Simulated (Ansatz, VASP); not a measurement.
**TiO2: VASP beside Ansatz**

The input INCAR:

```
  PREC = Accurate
  ENCUT = 520
  EDIFF = 1E-6
  ISMEAR = -1
  SIGMA = 0.05
  LREAL = F
  LASPH = T
  NELM = 100
  ALGO = Normal
  ISIF = 2
  LWAVE = F
  LCHARG = T
  GGA = CA
  LELF = T
  LVHAR = T
  NBANDS = 19
```

Contents of KPOINTS:

```
Automatic mesh
0
Gamma
  10 10 10
```

POSCAR

```
TiO2
1.0
    1.4872816960      0.8586824875      6.9346869804
   -1.4872816960      0.8586824875      6.9346869804
    0.0000000000     -1.7173649751      6.9346869804
Ti O
1 2
Direct
    0.0000000000      0.0000000000      0.0000000000
    0.3795330000      0.3795330000      0.3795330000
    0.6204670000      0.6204670000      0.6204670000
```

Contents of input.yaml:

```yaml
crystal:
  lattice:
    - [1.487281696, 0.8586824875, 6.9346869804]
    - [-1.487281696, 0.8586824875, 6.9346869804]
    - [0.0, -1.7173649751, 6.9346869804]
  atoms:
    - { symbol: Ti, position: [0.0, 0.0, 0.0] }
    - { symbol: O, position: [0.379533, 0.379533, 0.379533] }
    - { symbol: O, position: [0.620467, 0.620467, 0.620467] }
kpoints:
  mp_grid: { grid: [10, 10, 10] }
scf:
  occupations: { method: fermi_dirac, width: 0.05 }
hamiltonian:
  xc: lda
  pseudopotentials: { kind: all_electron, lapw: { basis_error: 0.002 } }
output:
  forces: true
  stress: true
  eigenvalues: true
```

Change from the starting cell: volume scaled by 0.98.

Alike in both runs: task single point; functional LDA; k mesh 10 × 10 × 10; occupations fermi-dirac, width 0.05 eV; no spin polarisation.

```csv
,VASP,Ansatz
version,VASP 6.6.1,Ansatz 0.2.0
potentials or method,"VASP PAW LDA potentials, release 64 (Ti_sv, O), cutoff 520 eV","all-electron LAPW, scalar-relativistic"
```

```csv
,VASP,Ansatz,Ansatz less VASP
gap on the k mesh at the Fermi level (eV),2.66,2.68,+0.026
least direct gap on the mesh (eV),2.83,2.85,+0.023
pressure (GPa),-4.4,-5.1,-0.63
"traceless stress, the component that is largest in VASP (GPa)",1.61,1.92,+0.310
rms of the force components (eV/Å),0.219,0.254,+0.0345
```

LDA's correlation is that of Perdew and Zunger in VASP and of Perdew and Wang (1992) in Ansatz. Atom by atom the forces differ by 0.034 eV/Å (rms over components). Ansatz ran all-electron here, and VASP with PAW potentials.
